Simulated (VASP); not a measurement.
Write the native input for VASP 6.6.1 that does the following.

* Task: single point
* Functional: r2SCAN
* Potentials or basis: VASP PAW PBE potentials, release 64 (Te)
* Cutoff: 520 eV
* k mesh: 10 × 10 × 8
* Occupations: fermi-dirac, width 0.1 eV
* Spin: no spin polarisation
* Dipole correction: no
* Further INCAR settings: ALGO = Normal; EDIFF = 1e-06; NBANDS = 13

The system is Te.

```
CELL_PARAMETERS angstrom
4.11408 0.00000 0.00000
-2.05704 3.56290 0.00000
0.00000 0.00000 4.44530
ATOMIC_POSITIONS crystal
Te 0.33333 0.66667 0.25000
Te 0.66667 0.33333 0.75000
```

This cell differs from its parent crystal: volume scaled by 1.04.

These files were run (other wordings do the same):

POSCAR

```
Te
1.0
    4.1140813628      0.0000000000      0.0000000000
   -2.0570406813      3.5628989734      0.0000000000
    0.0000000000      0.0000000000      4.4453039309
Te
2
Direct
    0.3333333333      0.6666666667      0.2500000000
    0.6666666667      0.3333333333      0.7500000000
```

INCAR.step1

```
SYSTEM = Te
  PREC = Accurate
  ENCUT = 520
  ISMEAR = -1
  SIGMA = 0.1
  LREAL = .FALSE.
  LASPH = .TRUE.
  NELM = 100
  NBANDS = 13
  GGA = PE
  ALGO = Normal
  EDIFF = 1E-4
  LWAVE = .TRUE.
  LCHARG = .FALSE.
```

INCAR.step2

```
SYSTEM = Te
  PREC = Accurate
  ENCUT = 520
  EDIFF = 1E-6
  ISMEAR = -1
  SIGMA = 0.1
  LREAL = .FALSE.
  LASPH = .TRUE.
  NELM = 100
  ALGO = Normal
  ISIF = 2
  LWAVE = .FALSE.
  LCHARG = .FALSE.
  METAGGA = R2SCAN
  LMIXTAU = .TRUE.
  NBANDS = 13
  ISTART = 1
```

KPOINTS

```
Automatic mesh
0
G
  10 10 8
  0 0 0
```

Potentials or basis: VASP PAW PBE potentials, release 64 (Te).

Command:

```bash
$ cat potpaw_PBE.64/Te/POTCAR > POTCAR
$ cp INCAR.step1 INCAR
$ mpirun -np 1 vasp_std > vasp.out
$ cp INCAR.step2 INCAR
$ mpirun -np 1 vasp_std > vasp.out
```

Results of the run:

The pressure is -2.0 GPa and the band gap on the k mesh is zero (band 6 reaches 7.03 eV, above the bottom of band 7 at 5.13 eV).

Caveat: the PAW data sets were made with another functional, which shifts forces and pressure a little; spin-orbit coupling is left out, which moves the levels of the heavy elements.

It used 160 s of CPU time on 1 thread of AMD EPYC 7R13 Processor (Zen 3) (shared host).
